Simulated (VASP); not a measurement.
Set up this calculation in VASP 6.6.1, as the native input.

```
Task                   : single point
Functional             : PBE
Potentials or basis    : VASP PAW PBE potentials, release 64 (Mo_sv, S)
Cutoff                 : 520 eV
k mesh                 : 10 × 10 × 10
Occupations            : fermi-dirac, width 0.02 eV
Spin                   : no spin polarisation
Dipole correction      : no
Further INCAR settings : ALGO = Normal; EDIFF = 1e-06; NBANDS = 20
```

The structure of MoS2 lies in POSCAR:

```
MoS2
1.0
    1.5965300440      0.9217570506      6.0772314290
   -1.5965300440      0.9217570506      6.0772314290
    0.0000000000     -1.8435141013      6.0772314290
Mo S
1 2
Direct
    0.0000000000      0.0000000000      0.0000000000
    0.2474267342      0.2474267342      0.2474267342
    0.7525732658      0.7525732658      0.7525732658
```

The input as run:

INCAR

```
ALGO = Normal
EDIFF = 1E-6
ENCUT = 520
GGA = PE
ISIF = 2
ISMEAR = -1
LASPH = True
LCHARG = True
LELF = True
LREAL = False
LVHAR = True
LWAVE = False
NBANDS = 20
NELM = 100
PREC = Accurate
SIGMA = 0.02
```

KPOINTS

```
k-points
0
Gamma
  10 10 10
```

Potentials or basis: VASP PAW PBE potentials, release 64 (Mo_sv, S).

Command:

```bash
$ cat potpaw_PBE.64/Mo_sv/POTCAR potpaw_PBE.64/S/POTCAR > POTCAR
$ mpirun -np 1 vasp_std > vasp.out
```

It gave:

| Property | Result |
| --- | --- |
| Pressure | 2.1 GPa |
| Largest force | 0.154 eV/Å |
| Band gap on the k mesh | zero (band 13 reaches 7.94 eV, above the bottom of band 14 at 7.33 eV) |

It took 4.6 min on 1 thread of Intel(R) Xeon(R) Platinum 8259CL CPU @ 2.50GHz (Skylake/Cascade Lake), on a shared host, peak memory 0.38 GiB.
